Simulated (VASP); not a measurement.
# Ge (Fd-3m) in VASP: further runs

Runs on Ge. Level: LDA. Tasks: single point.

Everything below comes from runs of VASP 6.6.1. Logs are shortened: lines on timing, memory, paths and dates and some standing lists are left out, and cuts for length are marked.

**1. The cell of the first run**

Symmetry: Fd-3m, No. 227, cubic system. The conventional cell has a = 5.240 Å, b = 5.240 Å, c = 5.240 Å, α = 90.00°, β = 90.00°, γ = 90.00°. Within 3.0 Å of Ge (site symmetry -43m) lie 4 Ge at 2.27 Å.

**2. Single point, LDA**

Input file INCAR:

```
PREC = Accurate
ENCUT = 520
EDIFF = 1E-7
ISMEAR = -1
SIGMA = 0.05
LREAL = False
LASPH = True
NELM = 100
ALGO = Normal
ISIF = 2
LWAVE = False
LCHARG = False
NBANDS = 21
```

Input file KPOINTS:

```
regular mesh
0
Gamma
  12 12 12
```

Input file POSCAR:

```
Ge
1.0
    0.0000000000      2.6199329571      2.6199329571
    2.6199329571      0.0000000000      2.6199329571
    2.6199329571      2.6199329571      0.0000000000
Ge
2
Direct
   -0.1250000000     -0.1250000000     -0.1250000000
    0.1250000000      0.1250000000      0.1250000000
```

Potentials or basis: VASP PAW LDA potentials, release 64 (Ge_d).

On the command line:

```
$ cat potpaw_LDA.64/Ge_d/POTCAR > POTCAR
$ mpirun -np 1 vasp_std > vasp.out
```

OUTCAR:

```text
PREC = Accurate
   ENCUT = 520
   EDIFF = 1E-7
   ISMEAR = -1
   LREAL = False
   LASPH = True
   NELM = 100
   ISIF = 2

 ion  position               nearest neighbor table
   1  0.875  0.875  0.875-   2 2.27   2 2.27   2 2.27   2 2.27
   2  0.125  0.125  0.125-   1 2.27   1 2.27   1 2.27   1 2.27

  LATTYP: Found a face centered cubic cell.
 ALAT       =     5.2398659142

  Lattice vectors:

 A1 = (   0.0000000000,   2.6199329571,   2.6199329571)
 A2 = (   2.6199329571,   0.0000000000,   2.6199329571)
 A3 = (   2.6199329571,   2.6199329571,   0.0000000000)

Analysis of symmetry for initial positions (statically):
=====================================================================
 Subroutine PRICEL returns:
 Original cell was already a primitive cell.

 Routine SETGRP: Setting up the symmetry group for a
 face centered cubic supercell.

 Subroutine GETGRP returns: Found 48 space group operations
 (whereof 12 operations were pure point group operations)
 out of a pool of 48 trial point group operations.

The static configuration has the point symmetry D_3d.
 The point group associated with its full space group is O_h .

Analysis of symmetry for dynamics (positions and initial velocities):
=====================================================================
 Subroutine PRICEL returns:
 Original cell was already a primitive cell.

 Routine SETGRP: Setting up the symmetry group for a
 face centered cubic supercell.

 Subroutine GETGRP returns: Found 48 space group operations
 (whereof 12 operations were pure point group operations)
 out of a pool of 48 trial point group operations.

The dynamic configuration has the point symmetry D_3d.
 The point group associated with its full space group is O_h .

 Subroutine INISYM returns: Found 48 space group operations
 (whereof 12 operations are pure point group operations),
 and found     1 'primitive' translations

----------------------------------------------------------------------------------------

                                     Primitive cell

  volume of cell :      35.9667

  direct lattice vectors                    reciprocal lattice vectors
     0.000000000  2.619932957  2.619932957    -0.190844578  0.190844578  0.190844578
     2.619932957  0.000000000  2.619932957     0.190844578 -0.190844578  0.190844578
     2.619932957  2.619932957  0.000000000     0.190844578  0.190844578 -0.190844578

  length of vectors
     3.705144720  3.705144720  3.705144720     0.330552506  0.330552506  0.330552506

  position of ions in fractional coordinates (direct lattice)
     0.875000000  0.875000000  0.875000000
     0.125000000  0.125000000  0.125000000

  ion indices of the primitive-cell ions
   primitive index   ion index
                 1           1
                 2           2

----------------------------------------------------------------------------------------

 KPOINTS: regular mesh

Automatic generation of k-mesh.
 Grid dimensions read from file:
 generate k-points for:   12   12   12

 Generating k-lattice:

  Cartesian coordinates                     Fractional coordinates (reciprocal lattice)
    -0.015903715  0.015903715  0.015903715     0.083333333  0.000000000  0.000000000
     0.015903715 -0.015903715  0.015903715     0.000000000  0.083333333  0.000000000
     0.015903715  0.015903715 -0.015903715     0.000000000  0.000000000  0.083333333

  Length of vectors
     0.027546042  0.027546042  0.027546042

  Shift w.r.t. Gamma in fractional coordinates (k-lattice)
     0.000000000  0.000000000  0.000000000

 Subroutine IBZKPT returns following result:
 ===========================================

 Found     72 irreducible k-points:

 Following reciprocal coordinates:
            Coordinates               Weight
  0.000000  0.000000  0.000000      1.000000
  0.083333  0.000000  0.000000      8.000000
  0.166667  0.000000  0.000000      8.000000
  0.250000  0.000000  0.000000      8.000000
  0.333333  0.000000  0.000000      8.000000
  0.416667  0.000000  0.000000      8.000000
[... 16 lines left out ...]
  0.500000  0.166667  0.000000     24.000000
 -0.416667  0.166667  0.000000     24.000000
 [... further k-points ...]
   k-points           NKPTS =     72   k-points in BZ     NKDIM =     72   number of bands    NBANDS=     21
   number of dos      NEDOS =    301   number of ions     NIONS =      2
   total plane-waves  NPLWV =  21952
   dimension x,y,z NGX =    28 NGY =   28 NGZ =   28
   dimension x,y,z NGXF=    56 NGYF=   56 NGZF=   56
   ions per type =               2
   NGX,Y,Z   is equivalent  to a cutoff of  12.56, 12.56, 12.56 a.u.
   NGXF,Y,Z  is equivalent  to a cutoff of  25.13, 25.13, 25.13 a.u.
 SYSTEM =  unknown system
   PREC   = accura    normal or accurate (medium, high low for compatibility)
   ISTART =      0    job   : 0-new  1-cont  2-samecut
   ICHARG =      2    charge: 1-file 2-atom 10-const
   ISPIN  =      1    spin polarized calculation?
   LNONCOLLINEAR =      F non collinear calculations
   LSORBIT =      F    spin-orbit coupling
   LASPH  =      T    aspherical Exc in radial PAW
   ENCUT  =  520.0 eV  38.22 Ry    6.18 a.u.   6.89  6.89  6.89*2*pi/ulx,y,z
   NELM   =    100;   NELMIN=  2; NELMDL= -5     # of ELM steps
   EDIFF  = 0.1E-06   stopping-criterion for ELM
   LREAL  =      F    real-space projection
   EDIFFG = 0.1E-05   stopping-criterion for IOM
   NSW    =      0    number of steps for IOM
   IBRION =     -1    ionic relax: 0-MD 1-quasi-New 2-CG
   NFREE  =      0    steps in history (QN), initial steepest desc. (CG)
   ISIF   =      2    stress and relaxation
   ISYM   =      2    0-nonsym 1-usesym 2-fastsym
   POTIM  = 0.5000    time-step for ionic-motion
   TEBEG  =    0.0;   TEEND  =   0.0 temperature during run
   PSTRESS=    0.0 pullay stress
   NELECT =      28.0000    total number of electrons
   NUPDOWN=      -1.0000    fix difference up-down
   EMIN   =  10.00;   EMAX   =-10.00  energy-range for DOS
   EFERMI =   0.00;   METHOD = LEGACY
   ISMEAR =    -1;   SIGMA  =   0.05  broadening in eV -4-tet -1-fermi 0-gaus
   EFERMI_NEDOS =   21; number of points for ismear=-14 and -15
   IALGO  =     38    algorithm
   IMIX   =      4    mixing-type and parameters
     AMIX     =   0.40;   BMIX     =  1.00
     AMIX_MAG =   1.60;   BMIX_MAG =  1.00
  volume/ion in A,a.u.               =      17.98       121.36
  Fermi-wavevector in a.u.,A,eV,Ry     =   1.506008  2.845943 30.858838  2.268061
  Thomas-Fermi vector in A             =   2.616782
   LORBIT       =      0    0 simple, 1 ext, 2 COOP (PROOUT), +10 PAW based schemes
   GGA     = CA    functional components
   LHFCALC =     F    Hartree Fock is set to
   AEXX    =    0.0000 exact exchange contribution
   IVDW    =     0    specifies the selected vdW correction
   LEPSILON=     F    determine dielectric tensor
   LRPA    =     F    only Hartree local field effects (RPA)
 non-spin polarized calculation
  energy-cutoff  :      520.00
  volume of cell :       35.97
 maximum number of plane-waves:       982
   NGX = 13   NGY = 13   NGZ = 13

 number of electron      28.0000032 magnetization

 Free energy of the ion-electron system (eV)
  ---------------------------------------------------
  ext. energy  EPLUGINS =         0.00000000
  ---------------------------------------------------
  free energy    TOTEN  =        -9.83556004 eV

  energy without entropy =       -9.83514700  energy(sigma->0) =       -9.83535352

 E-fermi :   7.3027     XC(G=0): -11.4242

 val. band max:        7.2767960557   @ k =   0.0000   0.0000   0.0000
 cond. band min:       7.3733537522   @ k =   0.4167   0.4167   0.0000
 fundamental gap:      0.0965576964
 Fermi energy:         7.3026592930

 k-point     1 :       0.0000    0.0000    0.0000
  band No.  band energies     occupation
      1     -18.1656      2.00000
      2     -18.1656      2.00000
      3     -18.1656      2.00000
      4     -18.1076      2.00000
      5     -18.1076      2.00000
      6     -17.7340      2.00000
[... 13 lines left out ...]
     20      17.4733      0.00000
     21      17.4733      0.00000

 k-point     2 :       0.0833    0.0000    0.0000
  band No.  band energies     occupation
      1     -18.1740      2.00000
      2     -18.1740      2.00000
      3     -18.1637      2.00000
      4     -18.0961      2.00000
      5     -18.0961      2.00000
      6     -17.7416      2.00000
[... 13 lines left out ...]
     20      16.6346      0.00000
     21      16.6346      0.00000

 k-point     3 :       0.1667    0.0000    0.0000
  band No.  band energies     occupation
      1     -18.1879      2.00000
      2     -18.1879      2.00000
      3     -18.1586      2.00000
      4     -18.0742      2.00000
      5     -18.0742      2.00000
      6     -17.7561      2.00000
[... 13 lines left out ...]
     20      15.9326      0.00000
     21      15.9326      0.00000

 k-point     4 :       0.2500    0.0000    0.0000
  band No.  band energies     occupation
      1     -18.1984      2.00000
      2     -18.1984      2.00000
      3     -18.1515      2.00000
      4     -18.0542      2.00000
      5     -18.0542      2.00000
      6     -17.7686      2.00000
[... 13 lines left out ...]
     20      15.9674      0.00000
     21      15.9674      0.00000

 k-point     5 :       0.3333    0.0000    0.0000
  band No.  band energies     occupation
      1     -18.2041      2.00000
      2     -18.2041      2.00000
      3     -18.1445      2.00000
      4     -18.0410      2.00000
      5     -18.0410      2.00000
      6     -17.7756      2.00000
[... 13 lines left out ...]
     20      16.8486      0.00000
     21      16.8486      0.00000

 k-point     6 :       0.4167    0.0000    0.0000
  band No.  band energies     occupation
      1     -18.2062      2.00000
      2     -18.2062      2.00000
      3     -18.1393      2.00000
      4     -18.0348      2.00000
      5     -18.0348      2.00000
      6     -17.7776      2.00000
[... 13 lines left out ...]
     20      18.3271      0.00000
     21      18.3271      0.00000

 k-point     7 :       0.5000    0.0000    0.0000
  band No.  band energies     occupation
      1     -18.2066      2.00000
      2     -18.2066      2.00000
      3     -18.1374      2.00000
      4     -18.0333      2.00000
      5     -18.0333      2.00000
      6     -17.7777      2.00000
[... 13 lines left out ...]
     20      19.7118      0.00000
     21      19.7118      0.00000
[... 291 lines left out ...]
      1     -18.2032      2.00000
      2     -18.1895      2.00000
      3     -18.1711      2.00000
      4     -18.0599      2.00000
      5     -18.0101      2.00000
      6     -17.8509      2.00000
[... 13 lines left out ...]
     20      17.4728      0.00000
     21      17.9421      0.00000

 k-point    21 :       0.3333    0.1667    0.0000
  band No.  band energies     occupation
      1     -18.2196      2.00000
      2     -18.1983      2.00000
      3     -18.1515      2.00000
      4     -18.0402      2.00000
      5     -17.9903      2.00000
      6     -17.8683      2.00000
[... 13 lines left out ...]
     20      17.6963      0.00000
     21      18.3868      0.00000

 k-point    22 :       0.4167    0.1667    0.0000
  band No.  band energies     occupation
      1     -18.2316      2.00000
      2     -18.2059      2.00000
      3     -18.1295      2.00000
      4     -18.0221      2.00000
      5     -17.9837      2.00000
      6     -17.8698      2.00000
[... 13 lines left out ...]
     20      19.2739      0.00000
     21      19.5603      0.00000

 k-point    23 :       0.5000    0.1667    0.0000
  band No.  band energies     occupation
      1     -18.2380      2.00000
      2     -18.2125      2.00000
      3     -18.1103      2.00000
      4     -18.0064      2.00000
      5     -17.9917      2.00000
      6     -17.8556      2.00000
[... 13 lines left out ...]
     20      19.7110      0.00000
     21      19.7319      0.00000

 k-point    24 :      -0.4167    0.1667    0.0000
  band No.  band energies     occupation
      1     -18.2378      2.00000
      2     -18.2180      2.00000
      3     -18.0991      2.00000
      4     -18.0094      2.00000
      5     -17.9943      2.00000
      6     -17.8314      2.00000
[... 13 lines left out ...]
     20      17.7763      0.00000
     21      18.6019      0.00000

 [... further k-points ...]

------------------------ aborting loop because EDIFF is reached ----------------------------------------

  FORCE on cell =-STRESS in cart. coord.  units (eV):
  Direction    XX          YY          ZZ          XY          YZ          ZX
  --------------------------------------------------------------------------------------
  -------------------------------------------------------------------------------------
  Total        5.6907288      5.6907288      5.6907288      0.0000000     -0.0000000      0.0000000
  in kB      253.4999867    253.4999867    253.4999867      0.0000000     -0.0000000      0.0000000
  external PRESSURE =     253.4999867 kB  Pullay stress =       0.0000000 kB

 VOLUME and BASIS-vectors are now :
 -----------------------------------------------------------------------------
  energy-cutoff  :      520.00
  volume of cell :       35.97
      direct lattice vectors                 reciprocal lattice vectors
     0.000000000  2.619932957  2.619932957    -0.190844578  0.190844578  0.190844578
     2.619932957  0.000000000  2.619932957     0.190844578 -0.190844578  0.190844578
     2.619932957  2.619932957  0.000000000     0.190844578  0.190844578 -0.190844578

 POSITION                                       TOTAL-FORCE (eV/Angst)
 -----------------------------------------------------------------------------------
      4.58488      4.58488      4.58488         0.000000      0.000000      0.000000
      0.65498      0.65498      0.65498        -0.000000     -0.000000     -0.000000
 -----------------------------------------------------------------------------------
    total drift:                                0.000000      0.000000     -0.000000

  FREE ENERGIE OF THE ION-ELECTRON SYSTEM (eV)
  ---------------------------------------------------
  free  energy   TOTEN  =        -9.8355600424 eV

  energy  without entropy=       -9.8351469952  energy(sigma->0) =       -9.83535352
```

It took 29 s on 1 thread of Intel Xeon Platinum 8375C at 2.90GHz (Ice Lake), shared host; peak memory 0.16 GiB.

Results:

- Free energy: -9.8356 eV
- Pressure: 25.3 GPa
- Band gap on the k mesh: 0.10 eV, indirect (least direct gap 2.12 eV)

Levels at points of the mesh, in eV from the valence-band top:
```csv
k point,band 12,band 13,band 14,band 15,band 16,band 17
"(0.00, 0.00, 0.00)",0.00,0.00,0.00,2.12,2.58,2.58
"(0.50, 0.00, 0.00)",-8.96,-1.81,-1.81,0.87,3.77,3.77
"(0.50, 0.50, 0.00)",-9.96,-4.00,-4.00,0.28,0.28,11.43
```

A k mesh can miss the band edges.

**3. Single point, LDA**

Input file INCAR:

```
SYSTEM = Ge
PREC = Accurate
ENCUT = 520
EDIFF = 1E-7
ISMEAR = -1
SIGMA = 0.05
LREAL = .False.
LASPH = .True.
NELM = 80
ALGO = Normal
ISIF = 2
LWAVE = .False.
LCHARG = .False.
NBANDS = 21
```

Input file KPOINTS:

```
Automatic mesh
0
Gamma
  12 12 12
  0 0 0
```

POSCAR is that of step 2.

Potentials or basis: VASP PAW LDA potentials, release 64 (Ge_d).

On the command line:

```
$ cat potpaw_LDA.64/Ge_d/POTCAR > POTCAR
$ mpirun -np 1 vasp_std > vasp.out
```

It took 27 s on 1 thread of Intel Xeon Platinum 8375C at 2.90GHz (Ice Lake), shared host; peak memory 0.16 GiB.

It converged, with:

```yaml
Free_energy: -9.8356 eV
Pressure: 25.3 GPa
Band_gap_on_the_k_mesh: 0.10 eV, indirect (least direct gap 2.12 eV)
```

Levels at points of the mesh, in eV from the valence-band top:
```tsv
k point	band 10	band 11	band 12	band 13	band 14	band 15	band 16	band 17	band 18	band 19
(0.00, 0.00, 0.00)	-24.96	-14.80	0.00	0.00	0.00	2.12	2.58	2.58	2.58	6.78
(0.50, 0.00, 0.00)	-24.93	-12.07	-8.96	-1.81	-1.81	0.87	3.77	3.77	6.98	12.04
(0.50, 0.50, 0.00)	-24.90	-9.96	-9.96	-4.00	-4.00	0.28	0.28	11.43	11.43	13.99
```

A k mesh can miss the band edges.
